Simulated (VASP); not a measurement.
# BaTe (Fm-3m) in VASP: a series of runs

The runs below take BaTe through single point, with r2SCAN.

Program: VASP 6.6.1. These are calculated values, not measurements. Logs are shortened: lines on timing, memory, paths and dates and some standing lists are left out, and cuts for length are marked.

## 1. The cell of the first run

The structure is cubic, space group Fm-3m (No. 225). Conventional cell: a = 7.065 Å, b = 7.065 Å, c = 7.065 Å, α = 90.00°, β = 90.00°, γ = 90.00°. Ba (site symmetry m-3m) has 6 Te at 3.53 Å within 4.6 Å. Te (site symmetry m-3m) has 6 Ba at 3.53 Å within 4.6 Å.

## 2. Single point, r2SCAN

The input, POSCAR:

```
BaTe
1.0
    0.0000000000      3.5323868249      3.5323868249
    3.5323868249      0.0000000000      3.5323868249
    3.5323868249      3.5323868249      0.0000000000
Ba Te
1 1
Direct
    0.0000000000      0.0000000000      0.0000000000
    0.5000000000      0.5000000000      0.5000000000
```

The input, INCAR.step1:

```
SYSTEM = BaTe
PREC = Accurate
ENCUT = 520
ISMEAR = 0
SIGMA = 0.01
LREAL = .False.
LASPH = .True.
NELM = 60
NBANDS = 15
GGA = PE
ALGO = Normal
EDIFF = 1E-4
LWAVE = .True.
LCHARG = .False.
```

The input, INCAR.step2:

```
SYSTEM = BaTe
PREC = Accurate
ENCUT = 520
EDIFF = 1E-6
ISMEAR = 0
SIGMA = 0.01
LREAL = .False.
LASPH = .True.
NELM = 60
ALGO = Normal
ISIF = 2
LWAVE = .False.
LCHARG = .True.
METAGGA = R2SCAN
LMIXTAU = .True.
LELF = .True.
LVHAR = .True.
NBANDS = 15
ISTART = 1
```

The input, KPOINTS:

```
regular mesh
0
Gamma
  6 6 6
  0 0 0
```

Potentials or basis: VASP PAW PBE potentials, release 64 (Ba_sv, Te).

Command:

```sh
> cat potpaw_PBE.64/Ba_sv/POTCAR potpaw_PBE.64/Te/POTCAR > POTCAR
> cp INCAR.step1 INCAR
> mpirun -np 1 vasp_std > vasp.out
> cp INCAR.step2 INCAR
> mpirun -np 1 vasp_std > vasp.out
```

OUTCAR:

```text
SYSTEM = BaTe
   PREC = Accurate
   ENCUT = 520
   EDIFF = 1E-6
   ISMEAR = 0
   LREAL = .False.
   LASPH = .True.
   NELM = 60
   ISIF = 2
   METAGGA = R2SCAN
   ISTART = 1

 ion  position               nearest neighbor table
   1  0.000  0.000  0.000-   2 3.53   2 3.53   2 3.53   2 3.53   2 3.53   2 3.53
   2  0.500  0.500  0.500-   1 3.53   1 3.53   1 3.53   1 3.53   1 3.53   1 3.53

  LATTYP: Found a face centered cubic cell.
 ALAT       =     7.0647736498

  Lattice vectors:

 A1 = (   0.0000000000,   3.5323868249,   3.5323868249)
 A2 = (   3.5323868249,   0.0000000000,   3.5323868249)
 A3 = (   3.5323868249,   3.5323868249,   0.0000000000)

Analysis of symmetry for initial positions (statically):
=====================================================================
 Subroutine PRICEL returns:
 Original cell was already a primitive cell.

 Routine SETGRP: Setting up the symmetry group for a
 face centered cubic supercell.

 Subroutine GETGRP returns: Found 48 space group operations
 (whereof 48 operations were pure point group operations)
 out of a pool of 48 trial point group operations.

The static configuration has the point symmetry O_h .

Analysis of symmetry for dynamics (positions and initial velocities):
=====================================================================
 Subroutine PRICEL returns:
 Original cell was already a primitive cell.

 Routine SETGRP: Setting up the symmetry group for a
 face centered cubic supercell.

 Subroutine GETGRP returns: Found 48 space group operations
 (whereof 48 operations were pure point group operations)
 out of a pool of 48 trial point group operations.

The dynamic configuration has the point symmetry O_h .

 Subroutine INISYM returns: Found 48 space group operations
 (whereof 48 operations are pure point group operations),
 and found     1 'primitive' translations

----------------------------------------------------------------------------------------

                                     Primitive cell

  volume of cell :      88.1525

  direct lattice vectors                    reciprocal lattice vectors
     0.000000000  3.532386825  3.532386825    -0.141547352  0.141547352  0.141547352
     3.532386825  0.000000000  3.532386825     0.141547352 -0.141547352  0.141547352
     3.532386825  3.532386825  0.000000000     0.141547352  0.141547352 -0.141547352

  length of vectors
     4.995549355  4.995549355  4.995549355     0.245167205  0.245167205  0.245167205

  position of ions in fractional coordinates (direct lattice)
     0.000000000  0.000000000  0.000000000
     0.500000000  0.500000000  0.500000000

  ion indices of the primitive-cell ions
   primitive index   ion index
                 1           1
                 2           2

----------------------------------------------------------------------------------------

 KPOINTS: regular mesh

Automatic generation of k-mesh.
 Grid dimensions read from file:
 generate k-points for:    6    6    6

 Generating k-lattice:

  Cartesian coordinates                     Fractional coordinates (reciprocal lattice)
    -0.023591225  0.023591225  0.023591225     0.166666667  0.000000000  0.000000000
     0.023591225 -0.023591225  0.023591225     0.000000000  0.166666667  0.000000000
     0.023591225  0.023591225 -0.023591225     0.000000000  0.000000000  0.166666667

  Length of vectors
     0.040861201  0.040861201  0.040861201

  Shift w.r.t. Gamma in fractional coordinates (k-lattice)
     0.000000000  0.000000000  0.000000000

 Subroutine IBZKPT returns following result:
 ===========================================

 Found     16 irreducible k-points:

 Following reciprocal coordinates:
            Coordinates               Weight
  0.000000  0.000000  0.000000      1.000000
  0.166667  0.000000  0.000000      8.000000
  0.333333  0.000000  0.000000      8.000000
  0.500000  0.000000  0.000000      4.000000
  0.166667  0.166667  0.000000      6.000000
  0.333333  0.166667  0.000000     24.000000
[... 8 lines left out ...]
 -0.333333  0.333333  0.166667     24.000000
 -0.333333  0.500000  0.166667     12.000000
   k-points           NKPTS =     16   k-points in BZ     NKDIM =     16   number of bands    NBANDS=     15
   number of dos      NEDOS =    301   number of ions     NIONS =      2
   total plane-waves  NPLWV =  64000
   dimension x,y,z NGX =    40 NGY =   40 NGZ =   40
   dimension x,y,z NGXF=    80 NGYF=   80 NGZF=   80
   ions per type =               1   1
   NGX,Y,Z   is equivalent  to a cutoff of  13.31, 13.31, 13.31 a.u.
   NGXF,Y,Z  is equivalent  to a cutoff of  26.62, 26.62, 26.62 a.u.
 SYSTEM =  BaTe
   PREC   = accura    normal or accurate (medium, high low for compatibility)
   ISTART =      1    job   : 0-new  1-cont  2-samecut
   ICHARG =      0    charge: 1-file 2-atom 10-const
   ISPIN  =      1    spin polarized calculation?
   LNONCOLLINEAR =      F non collinear calculations
   LSORBIT =      F    spin-orbit coupling
   LASPH  =      T    aspherical Exc in radial PAW
   ENCUT  =  520.0 eV  38.22 Ry    6.18 a.u.   9.29  9.29  9.29*2*pi/ulx,y,z
   NELM   =     60;   NELMIN=  2; NELMDL=  0     # of ELM steps
   EDIFF  = 0.1E-05   stopping-criterion for ELM
   LREAL  =      F    real-space projection
   EDIFFG = 0.1E-04   stopping-criterion for IOM
   NSW    =      0    number of steps for IOM
   IBRION =     -1    ionic relax: 0-MD 1-quasi-New 2-CG
   NFREE  =      0    steps in history (QN), initial steepest desc. (CG)
   ISIF   =      2    stress and relaxation
   ISYM   =      2    0-nonsym 1-usesym 2-fastsym
   POTIM  = 0.5000    time-step for ionic-motion
   TEBEG  =    0.0;   TEEND  =   0.0 temperature during run
   PSTRESS=    0.0 pullay stress
   NELECT =      16.0000    total number of electrons
   NUPDOWN=      -1.0000    fix difference up-down
   EMIN   =  10.00;   EMAX   =-10.00  energy-range for DOS
   EFERMI =   0.00;   METHOD = LEGACY
   ISMEAR =     0;   SIGMA  =   0.01  broadening in eV -4-tet -1-fermi 0-gaus
   EFERMI_NEDOS =   21; number of points for ismear=-14 and -15
   IALGO  =     38    algorithm
   IMIX   =      4    mixing-type and parameters
     AMIX     =   0.40;   BMIX     =  1.00
     AMIX_MAG =   1.60;   BMIX_MAG =  1.00
  volume/ion in A,a.u.               =      44.08       297.44
  Fermi-wavevector in a.u.,A,eV,Ry     =   0.926908  1.751602 11.689557  0.859158
  Thomas-Fermi vector in A             =   2.052921
   LORBIT       =      0    0 simple, 1 ext, 2 COOP (PROOUT), +10 PAW based schemes
   METAGGA = R2SCAN    functional components
   LHFCALC =     F    Hartree Fock is set to
   AEXX    =    0.0000 exact exchange contribution
   IVDW    =     0    specifies the selected vdW correction
   LEPSILON=     F    determine dielectric tensor
   LRPA    =     F    only Hartree local field effects (RPA)
 non-spin polarized calculation
 Gauss-broadening in eV      SIGMA  =   0.01
  energy-cutoff  :      520.00
  volume of cell :       88.15
 maximum number of plane-waves:      2421
 NGX is ok and might be reduce to    40
   NGX = 19   NGY = 19   NGZ = 19

 number of electron      16.0000000 magnetization

 Free energy of the ion-electron system (eV)
  ---------------------------------------------------
  ext. energy  EPLUGINS =         0.00000000
  ---------------------------------------------------
  free energy    TOTEN  =       -56.02839278 eV

  energy without entropy =      -56.02839278  energy(sigma->0) =      -56.02839278

 E-fermi :   1.9672     XC(G=0):  -8.5140

 val. band max:        1.8933534771   @ k =   0.0000   0.0000   0.0000
 cond. band min:       3.8246751733   @ k =   0.5000   0.5000   0.0000
 fundamental gap:      1.9313216962
 Fermi energy:         1.9672086273

 k-point     1 :       0.0000    0.0000    0.0000
  band No.  band energies     occupation
      1     -25.9919      2.00000
      2     -10.7134      2.00000
      3     -10.7134      2.00000
      4     -10.7134      2.00000
      5      -7.8599      2.00000
      6       1.8934      2.00000
      7       1.8934      2.00000
      8       1.8934      2.00000
      9       5.2509      0.00000
     10       5.2509      0.00000
     11       5.2509      0.00000
     12       5.3618      0.00000
     13       5.9099      0.00000
     14       5.9099      0.00000
     15       9.3839      0.00000

 k-point     2 :       0.1667    0.0000    0.0000
  band No.  band energies     occupation
      1     -25.9889      2.00000
      2     -10.8216      2.00000
      3     -10.7157      2.00000
      4     -10.7157      2.00000
      5      -7.6786      2.00000
      6       1.1532      2.00000
      7       1.5466      2.00000
      8       1.5466      2.00000
      9       5.3081      0.00000
     10       5.5906      0.00000
     11       5.5906      0.00000
     12       6.3738      0.00000
     13       6.6452      0.00000
     14       6.6452      0.00000
     15      10.2056      0.00000

 k-point     3 :       0.3333    0.0000    0.0000
  band No.  band energies     occupation
      1     -25.9828      2.00000
      2     -11.0109      2.00000
      3     -10.7204      2.00000
      4     -10.7204      2.00000
      5      -7.3315      2.00000
      6       0.1505      2.00000
      7       1.0332      2.00000
      8       1.0332      2.00000
      9       5.7281      0.00000
     10       6.4640      0.00000
     11       6.4640      0.00000
     12       7.6839      0.00000
     13       8.2811      0.00000
     14       8.2811      0.00000
     15      10.5132      0.00000
[... 199 lines left out ...]
 k-point    15 :      -0.3333    0.3333    0.1667
  band No.  band energies     occupation
      1     -25.9769      2.00000
      2     -10.9555      2.00000
      3     -10.8146      2.00000
      4     -10.7704      2.00000
      5      -7.3869      2.00000
      6       0.3776      2.00000
      7       0.9309      2.00000
      8       0.9738      2.00000
      9       5.8964      0.00000
     10       6.0170      0.00000
     11       7.7169      0.00000
     12       7.7374      0.00000
     13       7.8682      0.00000
     14       9.5927      0.00000
     15      10.5418      0.00000

 k-point    16 :      -0.3333    0.5000    0.1667
  band No.  band energies     occupation
      1     -25.9759      2.00000
      2     -10.8724      2.00000
      3     -10.8343      2.00000
      4     -10.8166      2.00000
      5      -7.5100      2.00000
      6       0.8366      2.00000
      7       0.8572      2.00000
      8       1.1598      2.00000
      9       4.8443      0.00000
     10       6.8626      0.00000
     11       7.1125      0.00000
     12       7.6909      0.00000
     13       8.0711      0.00000
     14       8.9078      0.00000
     15      10.4594      0.00000

------------------------ aborting loop because EDIFF is reached ----------------------------------------

  FORCE on cell =-STRESS in cart. coord.  units (eV):
  Direction    XX          YY          ZZ          XY          YZ          ZX
  --------------------------------------------------------------------------------------
  -------------------------------------------------------------------------------------
  Total        0.1650138      0.1650138      0.1650138     -0.0000000      0.0000000     -0.0000000
  in kB        2.9991348      2.9991348      2.9991348     -0.0000000      0.0000000     -0.0000000
  external PRESSURE =       2.9991348 kB  Pullay stress =       0.0000000 kB

 VOLUME and BASIS-vectors are now :
 -----------------------------------------------------------------------------
  energy-cutoff  :      520.00
  volume of cell :       88.15
      direct lattice vectors                 reciprocal lattice vectors
     0.000000000  3.532386825  3.532386825    -0.141547352  0.141547352  0.141547352
     3.532386825  0.000000000  3.532386825     0.141547352 -0.141547352  0.141547352
     3.532386825  3.532386825  0.000000000     0.141547352  0.141547352 -0.141547352

 POSITION                                       TOTAL-FORCE (eV/Angst)
 -----------------------------------------------------------------------------------
      0.00000      0.00000      0.00000         0.000000     -0.000000      0.000000
      3.53239      3.53239      3.53239        -0.000000      0.000000      0.000000
 -----------------------------------------------------------------------------------
    total drift:                                0.000000     -0.000000     -0.000000

  FREE ENERGIE OF THE ION-ELECTRON SYSTEM (eV)
  ---------------------------------------------------
  free  energy   TOTEN  =       -56.0283927768 eV

  energy  without entropy=      -56.0283927768  energy(sigma->0) =      -56.02839278
```

It took 3.2 min on 1 thread of Intel Xeon 8259CL, shared host; peak memory 0.26 GiB.

Results:

```yaml
Free_energy: -56.0284 eV
Pressure: 0.3 GPa
Band_gap_on_the_k_mesh: 1.93 eV (least direct gap 2.32 eV)
```

Levels at points of the mesh, in eV from the valence-band top:
```
           k point  band 5  band 6  band 7  band 8  band 9  band 10  band 11  band 12
(0.00, 0.00, 0.00)   -9.75    0.00    0.00    0.00    3.36     3.36     3.36     3.47
(0.50, 0.00, 0.00)   -9.05   -2.15   -1.07   -1.07    4.60     5.19     5.35     5.35
(0.50, 0.50, 0.00)   -9.54   -1.14   -0.39   -0.39    1.93     4.90     5.23     6.10
```

Caveat: the PAW data sets were made with another functional, which shifts forces and pressure a little; spin-orbit coupling is left out, which moves the levels of the heavy elements. A k mesh can miss the band edges.

## 3. Single point, r2SCAN (strain +3.0%)

The input, POSCAR:

```
BaTe
1.0
    0.0000000000      3.6383584296      3.6383584296
    3.6383584296      0.0000000000      3.6383584296
    3.6383584296      3.6383584296      0.0000000000
Ba Te
1 1
Direct
    0.0000000000      0.0000000000      0.0000000000
    0.5000000000      0.5000000000      0.5000000000
```

The input, INCAR.step1:

```
PREC     = Accurate       # precision mode
ENCUT    = 520            # plane-wave cutoff, eV
ISMEAR   = 0              # smearing method
SIGMA    = 0.01           # smearing width, eV
LREAL    = False          # projectors in reciprocal space
LASPH    = True           # aspherical terms in the spheres
NELM     = 60             # most SCF steps
NBANDS   = 15             # bands
GGA      = PE             # functional
ALGO     = Normal         # electronic algorithm
EDIFF    = 1E-4           # SCF threshold, eV
LWAVE    = True           # write WAVECAR
LCHARG   = False          # write CHGCAR
```

The input, INCAR.step2:

```
PREC     = Accurate       # precision mode
ENCUT    = 520            # plane-wave cutoff, eV
EDIFF    = 1E-7           # SCF threshold, eV
ISMEAR   = 0              # smearing method
SIGMA    = 0.01           # smearing width, eV
LREAL    = False          # projectors in reciprocal space
LASPH    = True           # aspherical terms in the spheres
NELM     = 60             # most SCF steps
ALGO     = Normal         # electronic algorithm
ISIF     = 2              # what is computed and relaxed
LWAVE    = False          # write WAVECAR
LCHARG   = False          # write CHGCAR
METAGGA  = R2SCAN         # meta-GGA
LMIXTAU  = True         
NBANDS   = 15             # bands
ISTART   = 1
```

The input, KPOINTS:

```
regular mesh
0
Gamma
  6 6 6
```

Potentials or basis: VASP PAW PBE potentials, release 64 (Ba_sv, Te).

Command:

```sh
> cat potpaw_PBE.64/Ba_sv/POTCAR potpaw_PBE.64/Te/POTCAR > POTCAR
> cp INCAR.step1 INCAR
> mpirun -np 1 vasp_std > vasp.out
> cp INCAR.step2 INCAR
> mpirun -np 1 vasp_std > vasp.out
```

It took 4.4 min on 1 thread of Intel Xeon 8259CL, shared host; peak memory 0.27 GiB.

The run converged. Its results:

```
Free energy            : -55.9796 eV
Pressure               : -2.0 GPa
Band gap on the k mesh : 2.09 eV (least direct gap 2.47 eV)
```

Levels at points of the mesh, in eV from the valence-band top:
```csv
k point,band 4,band 5,band 6,band 7,band 8,band 9,band 10,band 11,band 12,band 13
"(0.00, 0.00, 0.00)",-12.85,-9.57,0.00,0.00,0.00,3.11,3.38,3.38,3.38,3.96
"(0.50, 0.00, 0.00)",-12.85,-9.08,-1.92,-0.91,-0.91,4.46,4.96,5.13,5.13,7.18
"(0.50, 0.50, 0.00)",-12.90,-9.39,-1.09,-0.38,-0.38,2.09,4.74,4.84,5.70,5.85
```

Caveat: the cell differs from its parent crystal (strain +3.0%); the PAW data sets were made with another functional, which shifts forces and pressure a little; spin-orbit coupling is left out, which moves the levels of the heavy elements.
